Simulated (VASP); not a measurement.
A run of VASP 6.6.1 is set up as follows.

Contents of INCAR:

```
PREC = Accurate
ENCUT = 520
EDIFF = 1E-6
ISMEAR = 0
SIGMA = 0.05
LREAL = Auto
LASPH = True
NELM = 100
ALGO = Normal
ISIF = 2
LWAVE = False
LCHARG = False
GGA = PE
NBANDS = 46
```

Contents of KPOINTS:

```
Automatic mesh
0
Gamma
  10 10 2
```

Contents of POSCAR:

```
C
1.0
   -2.5180184914      0.0000000000      0.0000000000
   -1.2590092457     -2.1806679808      0.0000000000
   -1.2588833448     -0.7268166380     16.6091763648
C
16
Direct
   -0.2238056446     -0.2238056446      0.6714840821
   -0.0571556446     -0.0571556446      0.1714840821
   -0.3071306446      0.6928693554      0.9214840821
   -0.1404806446      0.8595193554      0.4214840821
   -0.2761443554     -0.2761443554      0.8285159179
   -0.1094943554     -0.1094943554      0.3285159179
   -0.0261693554      0.9738306446      0.0785159179
   -0.1928193554      0.8071806446      0.5785159179
    0.0991019984      0.0991019984      0.7027642813
    0.2657519984      0.2657519984      0.2027642813
    0.3491103317      0.3491103317      0.9527642813
    0.5157603317      0.5157603317      0.4527642813
    0.0676146683      0.0676146683      0.7972357187
    0.2342646683      0.2342646683      0.2972357187
    0.6509230016      0.6509230016      0.0472357187
    0.4842730016      0.4842730016      0.5472357187
```

Potentials or basis: VASP PAW PBE potentials, release 64 (C).

Command:

```sh
$ cat potpaw_PBE.64/C/POTCAR > POTCAR
$ mpirun -np 1 vasp_std > vasp.out
```

Q: Estimate the pressure.

A: 3.5 GPa.

Q: What does it give for the band gap on the k mesh?

A: Zero (band 32 reaches 10.12 eV, above the bottom of band 33 at 9.99 eV).

Forces in eV/Å, atoms in the order of the input:
```
C   -0.001  0.000  0.072
C   -0.001 -0.001  0.436
C    0.007  0.004 -0.448
C    0.000  0.000  0.044
C    0.004  0.002 -0.667
C   -0.002 -0.001 -0.042
C    0.000  0.000 -0.428
C   -0.006 -0.004 -0.050
C   -0.004 -0.002 -0.116
C    0.002  0.001 -0.025
C    0.006  0.003 -3.180
C    0.002  0.001 -0.039
C   -0.001  0.000  0.142
C    0.000  0.000  0.066
C   -0.005 -0.003  4.190
C   -0.001 -0.001  0.043
```

Caveat: forces of over 1 eV/Å act on the atoms, so gaps and moduli don't describe the material at rest.
